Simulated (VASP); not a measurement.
## Zn: electric field gradients with PBE

The system is Zn.

```
Zn
1.0
     2.66480    0.00000    0.00000
    -1.33240    2.30778    0.00000
     0.00000    0.00000    4.94670
Zn
2
Direct
  0.33333 0.66667 0.25000
  0.66667 0.33333 0.75000
```

* Program: VASP 6.6.1
* Task: electric field gradients
* Functional: PBE
* Potentials or basis: VASP PAW PBE potentials, release 64 (Zn)
* Cutoff: 520 eV
* k mesh: 18 × 18 × 8
* Occupations: fermi-dirac, width 0.03 eV
* Spin: no spin polarisation
* Dipole correction: no
* Further INCAR settings: ALGO = Normal; EDIFF = 1e-08; NBANDS = 19

```yaml
Pressure: 0.0 GPa
Band_gap_on_the_k_mesh: zero (band 12 reaches 4.73 eV, above the bottom of band 13 at 0.07 eV)
```

Stress tensor (GPa, compression positive):
```
-0.37  0.00  0.00
 0.00 -0.37  0.00
 0.00  0.00  0.65
```

Levels at points of the mesh, in eV from the Fermi level:
```csv
k point,band 10,band 11,band 12,band 13,band 14,band 15
"(0.00, 0.00, 0.00)",-7.26,-7.26,-3.79,-3.20,13.46,17.09
"(0.50, 0.00, 0.00)",-7.06,-3.00,-2.33,2.46,3.38,3.93
"(0.00, 0.00, 0.50)",-7.34,-7.34,-7.34,4.43,4.43,18.55
"(0.50, 0.00, 0.50)",-7.07,-2.02,-2.02,-0.04,-0.04,9.98
```

Electric field gradients, principal values (V/Å²):
| atom | least | middle | greatest (by size) |
| --- | --- | --- | --- |
| 1 Zn | -17.579 | -17.591 | 35.170 |
| 2 Zn | -17.579 | -17.591 | 35.170 |

It took 40 s on 1 thread of Intel(R) Xeon(R) 6975P-C (Granite Rapids), on a shared host, peak memory 0.21 GiB.

Caveat: without QUAD_EFG the Cq values of the log hold for a quadrupole moment of 1 mb, not for the nuclei.
